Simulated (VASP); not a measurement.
# SnSe2 (P-3m1) in VASP: notebook

SnSe2 is run at these levels: PBE; tasks: single point, relaxation of shape and atoms at fixed volume.

Everything below comes from runs of VASP 6.6.1. Logs are shortened: lines on timing, memory, paths and dates and some standing lists are left out, and cuts for length are marked.

## (1) The cell of the first run

Symmetry: P-3m1, No. 164, trigonal system. Conventional cell: a = 3.873 Å, b = 3.873 Å, c = 7.194 Å, α = 90.00°, β = 90.00°, γ = 120.00°. Sn (site symmetry -3m) has 6 Se at 2.75 Å within 3.6 Å. Se (site symmetry 3m) has 3 Sn at 2.75 Å within 3.6 Å.

## (2) Single point, PBE (31.15 Å³/atom)

File INCAR:

```
PREC = Accurate ; ENCUT = 520
EDIFF = 1E-7 ; ISMEAR = 0
SIGMA = 0.02 ; LREAL = False
LASPH = True ; NELM = 80
ALGO = Normal ; ISIF = 2
LWAVE = False ; LCHARG = True
GGA = PE ; LELF = True
LVHAR = True ; NBANDS = 20
```

File KPOINTS:

```
Automatic mesh
0
Gamma
  12 12 4
```

File POSCAR:

```
SnSe2
1.0
    3.8726281388      0.0000000000      0.0000000000
   -1.9363140694      3.3537943476      0.0000000000
    0.0000000000      0.0000000000      7.1944448152
Sn Se
1 2
Direct
    0.0000000000      0.0000000000      0.0000000000
    0.3333333333      0.6666666667      0.2216653408
    0.6666666667      0.3333333333      0.7783346592
```

Potentials or basis: VASP PAW PBE potentials, release 64 (Sn_d, Se).

Launch:

```
$ cat potpaw_PBE.64/Sn_d/POTCAR potpaw_PBE.64/Se/POTCAR > POTCAR
$ mpirun -np 1 vasp_std > vasp.out
```

OUTCAR:

```text
PREC = Accurate
   ENCUT = 520
   EDIFF = 1E-7
   ISMEAR = 0
   LREAL = False
   LASPH = True
   NELM = 80
   ISIF = 2
   GGA = PE

 ion  position               nearest neighbor table
   1  0.000  0.000  0.000-   2 2.75   3 2.75   2 2.75   3 2.75   3 2.75   2 2.75
   2  0.333  0.667  0.222-   1 2.75   1 2.75   1 2.75
   3  0.667  0.333  0.778-   1 2.75   1 2.75   1 2.75

  LATTYP: Found a hexagonal cell.
 ALAT       =     3.8726281388
 C/A-ratio  =     1.8577680473

  Lattice vectors:

 A1 = (   3.8726281388,   0.0000000000,   0.0000000000)
 A2 = (  -1.9363140694,   3.3537943476,   0.0000000000)
 A3 = (   0.0000000000,   0.0000000000,   7.1944448152)

Analysis of symmetry for initial positions (statically):
=====================================================================
 Subroutine PRICEL returns:
 Original cell was already a primitive cell.

 Routine SETGRP: Setting up the symmetry group for a
 hexagonal supercell.

 Subroutine GETGRP returns: Found 12 space group operations
 (whereof 12 operations were pure point group operations)
 out of a pool of 24 trial point group operations.

The static configuration has the point symmetry D_3d.

Analysis of symmetry for dynamics (positions and initial velocities):
=====================================================================
 Subroutine PRICEL returns:
 Original cell was already a primitive cell.

 Routine SETGRP: Setting up the symmetry group for a
 hexagonal supercell.

 Subroutine GETGRP returns: Found 12 space group operations
 (whereof 12 operations were pure point group operations)
 out of a pool of 24 trial point group operations.

The dynamic configuration has the point symmetry D_3d.

 Subroutine INISYM returns: Found 12 space group operations
 (whereof 12 operations are pure point group operations),
 and found     1 'primitive' translations

----------------------------------------------------------------------------------------

                                     Primitive cell

  volume of cell :      93.4414

  direct lattice vectors                    reciprocal lattice vectors
     3.872628139  0.000000000  0.000000000     0.258222572  0.149084872  0.000000000
    -1.936314069  3.353794348  0.000000000     0.000000000  0.298169743  0.000000000
     0.000000000  0.000000000  7.194444815     0.000000000  0.000000000  0.138996132

  length of vectors
     3.872628139  3.872628139  7.194444815     0.298169743  0.298169743  0.138996132

  position of ions in fractional coordinates (direct lattice)
     0.000000000  0.000000000  0.000000000
     0.333333333  0.666666667  0.221665341
     0.666666667  0.333333333  0.778334659

  ion indices of the primitive-cell ions
   primitive index   ion index
                 1           1
                 2           2
                 3           3

----------------------------------------------------------------------------------------

 KPOINTS: Automatic mesh

Automatic generation of k-mesh.
 Grid dimensions read from file:
 generate k-points for:   12   12    4

 Generating k-lattice:

  Cartesian coordinates                     Fractional coordinates (reciprocal lattice)
     0.021518548  0.012423739  0.000000000     0.083333333  0.000000000  0.000000000
     0.000000000  0.024847479  0.000000000     0.000000000  0.083333333  0.000000000
     0.000000000  0.000000000  0.034749033     0.000000000  0.000000000  0.250000000

  Length of vectors
     0.024847479  0.024847479  0.034749033

  Shift w.r.t. Gamma in fractional coordinates (k-lattice)
     0.000000000  0.000000000  0.000000000

 Subroutine IBZKPT returns following result:
 ===========================================

 Found     69 irreducible k-points:

 Following reciprocal coordinates:
            Coordinates               Weight
  0.000000  0.000000  0.000000      1.000000
  0.083333  0.000000  0.000000      6.000000
  0.166667  0.000000  0.000000      6.000000
  0.250000  0.000000  0.000000      6.000000
  0.333333  0.000000  0.000000      6.000000
  0.416667  0.000000  0.000000      6.000000
[... 16 lines left out ...]
  0.166667  0.000000  0.250000      6.000000
  0.000000  0.166667  0.250000      6.000000
 [... further k-points ...]
   k-points           NKPTS =     69   k-points in BZ     NKDIM =     69   number of bands    NBANDS=     20
   number of dos      NEDOS =    301   number of ions     NIONS =      3
   total plane-waves  NPLWV =  48600
   dimension x,y,z NGX =    30 NGY =   30 NGZ =   54
   dimension x,y,z NGXF=    60 NGYF=   60 NGZF=  108
   ions per type =               1   2
   NGX,Y,Z   is equivalent  to a cutoff of  12.88, 12.88, 12.48 a.u.
   NGXF,Y,Z  is equivalent  to a cutoff of  25.76, 25.76, 24.96 a.u.
 SYSTEM =  unknown system
   PREC   = accura    normal or accurate (medium, high low for compatibility)
   ISTART =      0    job   : 0-new  1-cont  2-samecut
   ICHARG =      2    charge: 1-file 2-atom 10-const
   ISPIN  =      1    spin polarized calculation?
   LNONCOLLINEAR =      F non collinear calculations
   LSORBIT =      F    spin-orbit coupling
   LASPH  =      T    aspherical Exc in radial PAW
   ENCUT  =  520.0 eV  38.22 Ry    6.18 a.u.   7.20  7.20 13.38*2*pi/ulx,y,z
   NELM   =     80;   NELMIN=  2; NELMDL= -5     # of ELM steps
   EDIFF  = 0.1E-06   stopping-criterion for ELM
   LREAL  =      F    real-space projection
   EDIFFG = 0.1E-05   stopping-criterion for IOM
   NSW    =      0    number of steps for IOM
   IBRION =     -1    ionic relax: 0-MD 1-quasi-New 2-CG
   NFREE  =      0    steps in history (QN), initial steepest desc. (CG)
   ISIF   =      2    stress and relaxation
   ISYM   =      2    0-nonsym 1-usesym 2-fastsym
   POTIM  = 0.5000    time-step for ionic-motion
   TEBEG  =    0.0;   TEEND  =   0.0 temperature during run
   PSTRESS=    0.0 pullay stress
   NELECT =      26.0000    total number of electrons
   NUPDOWN=      -1.0000    fix difference up-down
   EMIN   =  10.00;   EMAX   =-10.00  energy-range for DOS
   EFERMI =   0.00;   METHOD = LEGACY
   ISMEAR =     0;   SIGMA  =   0.02  broadening in eV -4-tet -1-fermi 0-gaus
   EFERMI_NEDOS =   21; number of points for ismear=-14 and -15
   IALGO  =     38    algorithm
   IMIX   =      4    mixing-type and parameters
     AMIX     =   0.40;   BMIX     =  1.00
     AMIX_MAG =   1.60;   BMIX_MAG =  1.00
  volume/ion in A,a.u.               =      31.15       210.19
  Fermi-wavevector in a.u.,A,eV,Ry     =   1.068775  2.019691 15.541650  1.142279
  Thomas-Fermi vector in A             =   2.204433
   LORBIT       =      0    0 simple, 1 ext, 2 COOP (PROOUT), +10 PAW based schemes
   GGA     = PE    functional components
   LHFCALC =     F    Hartree Fock is set to
   AEXX    =    0.0000 exact exchange contribution
   IVDW    =     0    specifies the selected vdW correction
   LEPSILON=     F    determine dielectric tensor
   LRPA    =     F    only Hartree local field effects (RPA)
 non-spin polarized calculation
 Gauss-broadening in eV      SIGMA  =   0.02
  energy-cutoff  :      520.00
  volume of cell :       93.44
 maximum number of plane-waves:      2540
 NGX is ok and might be reduce to    30
   NGX = 15   NGY = 15   NGZ = 27

 number of electron      26.0000002 magnetization

 Free energy of the ion-electron system (eV)
  ---------------------------------------------------
  ext. energy  EPLUGINS =         0.00000000
  ---------------------------------------------------
  free energy    TOTEN  =       -11.87422931 eV

  energy without entropy =      -11.87422931  energy(sigma->0) =      -11.87422931

 E-fermi :   2.3993     XC(G=0):  -8.4149

 val. band max:        2.2856442523   @ k =   0.1667   0.0000   0.0000
 cond. band min:       2.9975309870   @ k =   0.5000   0.0000   0.5000
 fundamental gap:      0.7118867347
 Fermi energy:         2.3992797613

 k-point     1 :       0.0000    0.0000    0.0000
  band No.  band energies     occupation
      1     -18.8244      2.00000
      2     -18.8244      2.00000
      3     -18.7920      2.00000
      4     -18.7829      2.00000
      5     -18.7829      2.00000
      6     -11.0475      2.00000
[... 12 lines left out ...]
     19      11.1026      0.00000
     20      11.1711      0.00000

 k-point     2 :       0.0833    0.0000    0.0000
  band No.  band energies     occupation
      1     -18.8266      2.00000
      2     -18.8221      2.00000
      3     -18.7905      2.00000
      4     -18.7845      2.00000
      5     -18.7828      2.00000
      6     -10.9844      2.00000
[... 12 lines left out ...]
     19      10.5021      0.00000
     20      11.1426      0.00000

 k-point     3 :       0.1667    0.0000    0.0000
  band No.  band energies     occupation
      1     -18.8334      2.00000
      2     -18.8163      2.00000
      3     -18.7895      2.00000
      4     -18.7847      2.00000
      5     -18.7821      2.00000
      6     -10.8001      2.00000
[... 12 lines left out ...]
     19      10.2261      0.00000
     20      10.9492      0.00000

 k-point     4 :       0.2500    0.0000    0.0000
  band No.  band energies     occupation
      1     -18.8438      2.00000
      2     -18.8100      2.00000
      3     -18.7942      2.00000
      4     -18.7793      2.00000
      5     -18.7778      2.00000
      6     -10.5114      2.00000
[... 12 lines left out ...]
     19      10.4764      0.00000
     20      10.8288      0.00000

 k-point     5 :       0.3333    0.0000    0.0000
  band No.  band energies     occupation
      1     -18.8549      2.00000
      2     -18.8062      2.00000
      3     -18.7986      2.00000
      4     -18.7740      2.00000
      5     -18.7705      2.00000
      6     -10.1553      2.00000
[... 12 lines left out ...]
     19      10.4438      0.00000
     20      11.4416      0.00000
[... 353 lines left out ...]
      6     -10.9701      2.00000
[... 12 lines left out ...]
     19      10.4310      0.00000
     20      11.1121      0.00000

 k-point    22 :       0.0000    0.0833    0.2500
  band No.  band energies     occupation
      1     -18.8266      2.00000
      2     -18.8221      2.00000
      3     -18.7904      2.00000
      4     -18.7845      2.00000
      5     -18.7828      2.00000
      6     -10.9701      2.00000
[... 12 lines left out ...]
     19      10.6043      0.00000
     20      10.9729      0.00000

 k-point    23 :       0.1667    0.0000    0.2500
  band No.  band energies     occupation
      1     -18.8335      2.00000
      2     -18.8163      2.00000
      3     -18.7895      2.00000
      4     -18.7847      2.00000
      5     -18.7821      2.00000
      6     -10.7861      2.00000
[... 12 lines left out ...]
     19      10.1674      0.00000
     20      11.1768      0.00000

 k-point    24 :       0.0000    0.1667    0.2500
  band No.  band energies     occupation
      1     -18.8335      2.00000
      2     -18.8163      2.00000
      3     -18.7895      2.00000
      4     -18.7847      2.00000
      5     -18.7821      2.00000
      6     -10.7860      2.00000
[... 12 lines left out ...]
     19      10.2631      0.00000
     20      10.7772      0.00000

 [... further k-points ...]
[... 5 lines left out ...]
  --------------------------------------------------------------------------------------
  -------------------------------------------------------------------------------------
  Total       -0.0132010     -0.0132010     -0.0026678      0.0000000      0.0000000      0.0000000
  in kB       -0.2263485     -0.2263485     -0.0457428      0.0000000      0.0000000      0.0000000
  external PRESSURE =      -0.1661466 kB  Pullay stress =       0.0000000 kB

 VOLUME and BASIS-vectors are now :
 -----------------------------------------------------------------------------
  energy-cutoff  :      520.00
  volume of cell :       93.44
      direct lattice vectors                 reciprocal lattice vectors
     3.872628139  0.000000000  0.000000000     0.258222572  0.149084872  0.000000000
    -1.936314069  3.353794348  0.000000000     0.000000000  0.298169743  0.000000000
     0.000000000  0.000000000  7.194444815     0.000000000  0.000000000  0.138996132

 POSITION                                       TOTAL-FORCE (eV/Angst)
 -----------------------------------------------------------------------------------
      0.00000      0.00000      0.00000        -0.000000      0.000000      0.000000
     -0.00000      2.23586      1.59476         0.000000     -0.000000      0.010733
      1.93631      1.11793      5.59969        -0.000000      0.000000     -0.010733
 -----------------------------------------------------------------------------------
    total drift:                               -0.000000     -0.000000     -0.000000

  FREE ENERGIE OF THE ION-ELECTRON SYSTEM (eV)
  ---------------------------------------------------
  free  energy   TOTEN  =       -11.8742293133 eV

  energy  without entropy=      -11.8742293133  energy(sigma->0) =      -11.87422931
```

Wall time 61 s (1 thread of Intel Xeon 6975P-C (Granite Rapids), shared host); peak memory 0.29 GiB.

Results:

- Free energy: -11.8742 eV
- Pressure: 0.0 GPa
- Largest force: 0.011 eV/Å
- Band gap on the k mesh: 0.71 eV (least direct gap 1.07 eV)

Forces in eV/Å, atoms in the order of the input:
```
Sn   0.000  0.000  0.000
Se   0.000  0.000  0.011
Se   0.000  0.000 -0.011
```

Caveat: spin-orbit coupling is left out, which moves the levels of the heavy elements; this functional lacks dispersion, which binds the layers, so the pressure and a relaxed spacing across them are unreliable. A k mesh can miss the band edges.

[end of part 1 of 3]
